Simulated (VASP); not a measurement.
# Au: single point with PBE

Crystal: Au.

```xyz
6
Lattice="5.0043 2.8893 1.3093 -5.0043 2.8893 1.3093 0.0000 -5.7785 1.3093" Properties=species:S:1:pos:R:3 pbc="T T T"
Au    1.1685    1.2785    1.5475
Au   -1.6915    0.3727    1.5475
Au    0.5230   -1.6512    1.5475
Au   -1.1685   -1.2785    2.3802
Au    1.6915   -0.3727    2.3802
Au   -0.5230    1.6512    2.3802
```

- Program: VASP 6.6.1
- Task: single point
- Functional: PBE
- Potentials or basis: VASP PAW PBE potentials, release 64 (Au_sv_GW)
- Cutoff: 540 eV
- k mesh: 6 × 6 × 6
- Occupations: gaussian, width 0.1 eV
- Spin: no spin polarisation

```json
{
 "Pressure": "185.9 GPa",
 "Largest force": "43.801 eV/Å",
 "Band gap on the k mesh": "zero (bands 57 and 58 overlap by 0.43 eV)"
}
```

Forces on the atoms (eV/Å):
```
Au   21.875  23.969 -29.419
Au  -31.695   6.960 -29.419
Au    9.820 -30.929 -29.419
Au  -21.875 -23.969  29.419
Au   31.695  -6.960  29.419
Au   -9.820  30.929  29.419
```

Stress tensor (GPa, compression positive):
```
229.98   0.00   0.00
  0.00 229.98   0.00
  0.00   0.00  97.87
```

Levels at points of the mesh, in eV from the Fermi level:
| k point | band 55 | band 56 | band 57 | band 58 | band 59 | band 60 |
| --- | --- | --- | --- | --- | --- | --- |
| (0.00, 0.00, 0.00) | -0.61 | -0.10 | 0.15 | 0.15 | 1.01 | 1.01 |
| (0.50, 0.00, 0.00) | -1.38 | -0.65 | -0.12 | -0.04 | 0.82 | 1.16 |
| (0.50, 0.50, 0.00) | -1.27 | -0.64 | -0.25 | 0.12 | 4.20 | 4.28 |
| (0.50, 0.50, 0.50) | -1.19 | -0.38 | -0.38 | 0.03 | 0.60 | 0.60 |

Wall time 13 min on 1 thread of Intel(R) Xeon(R) 6975P-C (Granite Rapids) (shared host), peak memory 0.44 GiB.

Caveat: the stress differs along the axes, from 98 to 230 GPa; spin-orbit coupling is left out, which moves the levels of the heavy elements; forces of over 1 eV/Å act on the atoms, so gaps and moduli don't describe the material at rest.
